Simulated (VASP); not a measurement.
# Au16Cl in VASP: a series of runs, part 2 of 2

VASP 6.6.1. Earlier steps stand in the parts before.

**3. Single point, PBE**

Input file INCAR:

```
SYSTEM = Au16Cl
ALGO = Normal
EDIFF = 1E-6
ENCUT = 520
GGA = PE
ISIF = 2
ISMEAR = 0
LASPH = .TRUE.
LCHARG = .FALSE.
LREAL = Auto
LWAVE = .FALSE.
NBANDS = 106
NELM = 100
PREC = Accurate
SIGMA = 0.05
```

Input file KPOINTS:

```
k-points
0
G
  2 3 1
  0 0 0
```

Input file POSCAR:

```
Au16Cl
1.0
    8.1600000000      0.0000000000      0.0000000000
    0.0000000000      5.7699910000      0.0000000000
    0.0000000000      0.0000000000     16.3274940000
Au Cl
16 1
Direct
    0.2500000000      0.2500000433      0.0612463860
    0.7500000000      0.2500000433      0.0612463860
    0.2500000000      0.7499999567      0.0612463860
    0.7500000000      0.7499999567      0.0612463860
   -0.0008145833      0.0016287720      0.1388925943
    0.5018221814      0.0014960162      0.1393304447
   -0.0024393382      0.5017045954      0.1398109839
    0.5022667892      0.5016255658      0.1398846020
   -0.0497314951      0.2588889653      0.2909936454
    0.5521625000      0.2587293464      0.2911347571
   -0.0574002451      0.7571737980      0.2915805696
    0.5611281863      0.7566769168      0.2917098607
   -0.2483155637      0.0205579177      0.4036617622
    0.2510933824      0.0020708871      0.2613929609
   -0.2504803922      0.5254975268      0.4061342788
    0.2506963235      0.5065444643      0.2607939712
   -0.2240908088      0.3653101019      0.5382863408
```

Potentials or basis: VASP PAW PBE potentials, release 64 (Au, Cl).

Launch:

```sh
cat potpaw_PBE.64/Au/POTCAR potpaw_PBE.64/Cl/POTCAR > POTCAR
mpirun -np 1 vasp_std > vasp.out
```

OUTCAR:

```text
SYSTEM = Au16Cl
   EDIFF = 1E-6
   ENCUT = 520
   GGA = PE
   ISIF = 2
   ISMEAR = 0
   LASPH = .TRUE.
   LREAL = Auto
   NELM = 100
   PREC = Accurate

 ion  position               nearest neighbor table
   1  0.250  0.250  0.061-   5 2.80   6 2.81   8 2.83   7 2.83   3 2.88   3 2.88  14 3.57  16 3.58

   2  0.750  0.250  0.061-   6 2.79   5 2.79   7 2.80   8 2.80   4 2.88   4 2.88
   3  0.250  0.750  0.061-   5 2.81   8 2.82   7 2.82   6 2.82   1 2.88   1 2.88  16 3.55  14 3.58

   4  0.750  0.750  0.061-   7 2.79   8 2.79   6 2.80   5 2.80   2 2.88   2 2.88
   5  0.999  0.002  0.139-   2 2.79   4 2.80   1 2.80   3 2.81  14 2.87   7 2.88   7 2.89  11 2.90
                             9 2.92
   6  0.502  0.001  0.139-   2 2.79   4 2.80   1 2.81   3 2.82  14 2.86   8 2.88   8 2.89  12 2.90
                            10 2.92
   7  0.998  0.502  0.140-   4 2.79   2 2.80   3 2.82   1 2.83  16 2.86   9 2.86   5 2.88   5 2.89
                            11 2.92
   8  0.502  0.502  0.140-   4 2.79   2 2.80   3 2.82   1 2.83  16 2.85  10 2.87   6 2.88   6 2.89
                            12 2.92
   9  0.950  0.259  0.291-  13 2.81   7 2.86  11 2.88  16 2.88  11 2.90  14 2.91   5 2.92  15 2.93
                            10 3.25
  10  0.552  0.259  0.291-  13 2.81   8 2.87  12 2.87  16 2.89  12 2.90  14 2.91  15 2.91   6 2.92
                             9 3.25
  11  0.943  0.757  0.292-  15 2.79  13 2.84   9 2.88   9 2.90   5 2.90   7 2.92  14 2.93  16 2.94
                            12 3.11
  12  0.561  0.757  0.292-  15 2.76  13 2.84  10 2.87  10 2.90   6 2.90   8 2.92  14 2.94  16 2.96
                            11 3.11
  13  0.752  0.021  0.404-   9 2.81  10 2.81  12 2.84  11 2.84  15 2.86  15 2.91  17 2.97
  14  0.251  0.002  0.261-   6 2.86  16 2.86   5 2.87   9 2.91  10 2.91  16 2.91  11 2.93  12 2.94
                             1 3.57   3 3.58
  15  0.750  0.525  0.406-  17 2.36  12 2.76  11 2.79  13 2.86  10 2.91  13 2.91   9 2.93
  16  0.251  0.507  0.261-   8 2.85   7 2.86  14 2.86   9 2.88  10 2.89  14 2.91  11 2.94  12 2.96
                             3 3.55   1 3.58
  17  0.776  0.365  0.538-  15 2.36  13 2.97

  LATTYP: Found a simple orthorhombic cell.
 ALAT       =     5.7699910000
 B/A-ratio  =     1.4142136444
 C/A-ratio  =     2.8297260776

  Lattice vectors:

 A1 = (   0.0000000000,  -5.7699910000,   0.0000000000)
 A2 = (   8.1600000000,   0.0000000000,   0.0000000000)
 A3 = (   0.0000000000,   0.0000000000,  16.3274940000)

[... 166 lines left out ...]
 non-spin polarized calculation
 Gauss-broadening in eV      SIGMA  =   0.05
  energy-cutoff  :      520.00
  volume of cell :      768.75
 maximum number of plane-waves:     20751
 NGX is ok and might be reduce to    64
   NGX = 31   NGY = 21   NGZ = 61

 number of electron     183.0000012 magnetization

 Free energy of the ion-electron system (eV)
  ---------------------------------------------------
  ext. energy  EPLUGINS =         0.00000000
  ---------------------------------------------------
  free energy    TOTEN  =       -49.56104152 eV

  energy without entropy =      -49.56009371  energy(sigma->0) =      -49.56056761

 E-fermi :  -0.0952     XC(G=0):  -6.0715

 val. band max:       -0.1817014995   @ k =   0.0000   0.3333   0.0000
 cond. band min:      -0.0080190647   @ k =   0.0000   0.3333   0.0000
 fundamental gap:      0.1736824348
 Fermi energy:        -0.0951546956

 k-point     1 :       0.0000    0.0000    0.0000
  band No.  band energies     occupation
      1     -14.5427      2.00000
      2      -7.9501      2.00000
      3      -6.7955      2.00000
      4      -6.6134      2.00000
      5      -6.1193      2.00000
      6      -6.0779      2.00000
[... 413 lines left out ...]
    102       3.4958      0.00000
    103       4.1175      0.00000
 [bands above 103 left out]

------------------------ aborting loop because EDIFF is reached ----------------------------------------

  FORCE on cell =-STRESS in cart. coord.  units (eV):
  Direction    XX          YY          ZZ          XY          YZ          ZX
  --------------------------------------------------------------------------------------
  -------------------------------------------------------------------------------------
  Total       -2.7387755    -15.9197644     -0.9969910     -0.0167004     -1.4340889     -0.0809728
  in kB       -5.7079766    -33.1789312     -2.0778633     -0.0348059     -2.9888343     -0.1687582
  external PRESSURE =     -13.6549237 kB  Pullay stress =       0.0000000 kB

 VOLUME and BASIS-vectors are now :
 -----------------------------------------------------------------------------
  energy-cutoff  :      520.00
  volume of cell :      768.75
      direct lattice vectors                 reciprocal lattice vectors
     8.160000000  0.000000000  0.000000000     0.122549020  0.000000000  0.000000000
     0.000000000  5.769991000  0.000000000     0.000000000  0.173310496  0.000000000
     0.000000000  0.000000000 16.327494000     0.000000000  0.000000000  0.061246386

 POSITION                                       TOTAL-FORCE (eV/Angst)
 -----------------------------------------------------------------------------------
      2.04000      1.44250      1.00000         0.008350      0.035421     -0.065018
      6.12000      1.44250      1.00000        -0.005052      0.034202      0.112719
      2.04000      4.32749      1.00000         0.002016      0.006454     -0.087953
      6.12000      4.32749      1.00000        -0.003013      0.008275      0.099402
      8.15335      0.00940      2.26777         0.004115      0.003217     -0.000812
      4.09487      0.00863      2.27492        -0.000334      0.004533      0.004890
[... 9 lines left out ...]
      2.04568      2.92276      4.25811        -0.000011      0.014334     -0.001993
      6.33142      2.10784      8.78887        -0.018465     -0.328124     -0.136626
 -----------------------------------------------------------------------------------
    total drift:                               -0.003936     -0.005888      0.015915

  FREE ENERGIE OF THE ION-ELECTRON SYSTEM (eV)
  ---------------------------------------------------
  free  energy   TOTEN  =       -49.5610415232 eV

  energy  without entropy=      -49.5600937058  energy(sigma->0) =      -49.56056761
```

OSZICAR:

```text
N       E                     dE             d eps       ncg     rms          rms(c)
DAV:   1     0.123375356390E+04    0.12338E+04   -0.81015E+04   848   0.147E+03
DAV:   2     0.355523215907E+02   -0.11982E+04   -0.11265E+04   980   0.292E+02
DAV:   3    -0.511266857757E+02   -0.86679E+02   -0.83271E+02   992   0.684E+01
[... 15 lines left out ...]
DAV:  19    -0.495610005503E+02   -0.41427E-04   -0.73213E-06   880   0.592E-03    0.175E-03
DAV:  20    -0.495610263822E+02   -0.25832E-04   -0.35217E-06   680   0.312E-03    0.856E-04
DAV:  21    -0.495610333879E+02   -0.70057E-05   -0.72128E-07   592   0.142E-03    0.761E-04
DAV:  22    -0.495610406238E+02   -0.72359E-05   -0.14161E-06   598   0.141E-03    0.719E-04
DAV:  23    -0.495610415232E+02   -0.89932E-06   -0.20024E-07   568   0.673E-04
   1 F= -.49561042E+02 E0= -.49560568E+02  d E =-.947817E-03
```

It took 8.9 min on 1 thread of Intel Xeon Platinum 8559C (Emerald Rapids), shared host; peak memory 0.82 GiB.

Results:

* Free energy: -49.5610 eV
* Largest force: 0.356 eV/Å
* Band gap on the k mesh: zero (an odd number of electrons rules out a gap without spin polarisation)

Forces in eV/Å, atoms in the order of the input:
```
Au   0.008  0.035 -0.065
Au  -0.005  0.034  0.113
Au   0.002  0.006 -0.088
Au  -0.003  0.008  0.099
Au   0.004  0.003 -0.001
Au   0.000  0.005  0.005
Au   0.000  0.003  0.006
Au  -0.002  0.003  0.009
Au   0.009  0.011 -0.006
Au  -0.009  0.009 -0.002
Au  -0.020  0.032  0.002
Au   0.032  0.029  0.011
Au   0.005  0.060  0.052
Au   0.001  0.004 -0.005
Au  -0.004  0.071  0.008
Au   0.000  0.014 -0.002
Cl  -0.018 -0.328 -0.137
```

Caveat: the k points lie up to 0.38 Å⁻¹ apart, too coarse for converged energies and pressures of a metal; there is no dipole correction, which matters where the two faces differ; spin-orbit coupling is left out, which moves the levels of the heavy elements.

The gap in the log of VASP goes by the Fermi energy; the results here count the filled bands.